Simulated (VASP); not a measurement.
# H3C2N: single point with r2SCAN+D3(BJ)

The system is H3C2N.

```
CELL_PARAMETERS angstrom
8.78762 0.00000 0.00000
0.00000 8.78762 0.00000
0.00000 0.00000 8.78762
ATOMIC_POSITIONS crystal
C 0.27259 0.26085 0.45961
C 0.13331 0.30261 0.53664
C 0.06273 0.86059 0.52322
C 0.11188 0.90263 0.67460
C 0.73536 0.39822 0.34275
C 0.71126 0.41918 0.18156
C 0.90519 0.78034 0.08826
C 0.00601 0.67422 0.16303
C 0.42026 0.72870 0.03367
C 0.47405 0.73601 0.18906
C 0.04676 0.27938 0.96612
C 0.01926 0.19561 0.10477
N 0.02208 0.33447 0.59857
N 0.15156 0.93554 0.79552
N 0.69126 0.43840 0.05311
N 0.08605 0.58900 0.22360
N 0.51947 0.74153 0.31216
N 0.99787 0.12779 0.21528
H 0.32504 0.36201 0.41008
H 0.35136 0.20803 0.53996
H 0.24600 0.18068 0.36870
H 0.02369 0.96074 0.46101
H 0.15647 0.80822 0.46104
H 0.97025 0.77821 0.53049
H 0.67422 0.48652 0.40486
H 0.69495 0.28626 0.37761
H 0.85616 0.40531 0.36936
H 0.87743 0.87337 0.16553
H 0.96182 0.82801 0.98852
H 0.80137 0.72093 0.05431
H 0.44306 0.83566 0.97502
H 0.47852 0.63601 0.97518
H 0.29789 0.70854 0.03220
H 0.07823 0.39616 0.99434
H 0.13796 0.22426 0.90207
H 0.94474 0.28122 0.89516
```

```json
{"Program": "VASP 6.6.1", "Task": "single point", "Functional": "r2SCAN", "Dispersion": "D3(BJ)", "Potentials or basis": "VASP PAW PBE potentials, release 64 (C, N, H)", "Cutoff": "520 eV", "k mesh": "1 × 1 × 1", "Occupations": "fermi-dirac, width 0.02 eV", "Spin": "no spin polarisation"}
```

```yaml
Pressure: 0.0 GPa
Largest_force: 0.642 eV/Å
Band_gap_on_the_k_mesh: 7.25 eV
Dispersion_energy_per_atom: -0.018 eV
```

Forces on the atoms (eV/Å):
```
C    0.013  0.032  0.014
C    0.519 -0.163 -0.285
C    0.026  0.001  0.066
C   -0.150 -0.132 -0.507
C   -0.008 -0.031 -0.031
C    0.065 -0.069  0.564
C   -0.013 -0.063 -0.001
C   -0.306  0.235 -0.147
C    0.010  0.028  0.030
C   -0.198 -0.022 -0.608
C    0.007 -0.032 -0.041
C    0.064  0.318 -0.517
N   -0.528  0.173  0.299
N    0.158  0.131  0.492
N   -0.079  0.087 -0.576
N    0.265 -0.245  0.174
N    0.206  0.016  0.608
N   -0.075 -0.291  0.518
H   -0.014  0.000 -0.007
H   -0.006  0.015 -0.018
H    0.009 -0.017 -0.032
H   -0.019  0.037 -0.034
H    0.046 -0.024 -0.024
H   -0.034 -0.032 -0.005
H   -0.028  0.045  0.036
H   -0.005 -0.035  0.019
H    0.059  0.008  0.013
H   -0.012  0.025  0.012
H    0.012  0.026 -0.036
H    0.036  0.003 -0.007
H   -0.009  0.019 -0.007
H    0.011 -0.041 -0.027
H   -0.009 -0.018  0.005
H   -0.001 -0.030 -0.021
H   -0.051  0.035  0.027
H    0.041  0.010  0.055
```

Stress tensor (GPa, compression positive):
```
-0.13  0.00  0.02
 0.00 -0.26  0.00
 0.02  0.00  0.35
```

Levels at points of the mesh, in eV from the valence-band top:
```
           k point  band 44  band 45  band 46  band 47  band 48  band 49  band 50  band 51  band 52  band 53
(0.00, 0.00, 0.00)    -0.15    -0.13    -0.12    -0.05     0.00     7.25     7.64     7.72     7.82     7.94
```

Run time: 6.9 min on 1 thread of AMD EPYC 7R43 64-Core Processor (Zen 3) (shared host), peak memory 0.73 GiB.

Caveat: the k points lie up to 0.72 Å⁻¹ apart; the PAW data sets were made with another functional, which shifts forces and pressure a little.
